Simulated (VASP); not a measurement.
Ba, 1 atom in the cell. It takes space group I4/mmm (No. 139, tetragonal). The conventional cell has a = 4.059 Å, b = 4.059 Å, c = 3.820 Å, α = 90.00°, β = 90.00°, γ = 90.00°. Within 4.5 Å of Ba (site symmetry 4/mmm) lie 14 Ba at 3.45 to 4.06 Å. 

```yaml
Program: VASP 6.6.1
Task: single point
Functional: PBEsol
Potentials_or_basis: VASP PAW PBE potentials, release 64 (Ba_sv)
Cutoff: 520 eV
k_mesh: 6 × 6 × 6
Occupations: gaussian, width 0.1 eV
Spin: no spin polarisation
Dipole_correction: no
Further_INCAR_settings: ALGO = Normal; EDIFF = 1e-06; NBANDS = 11
```

Potentials or basis: VASP PAW PBE potentials, release 64 (Ba_sv).

Command:

```sh
$ cat potpaw_PBE.64/Ba_sv/POTCAR > POTCAR
$ mpirun -np 1 vasp_std > vasp.out
```

Hardware: 1 thread of Intel(R) Xeon(R) Platinum 8259CL CPU @ 2.50GHz (Skylake/Cascade Lake) (shared host).

Problem. Estimate the wall time of this run.

Solution. Wall time 9.4 s on 1 thread of Intel(R) Xeon(R) Platinum 8259CL CPU @ 2.50GHz (Skylake/Cascade Lake), on a shared host, peak memory 0.15 GiB. Counts: scf iterations 11, k points 30.
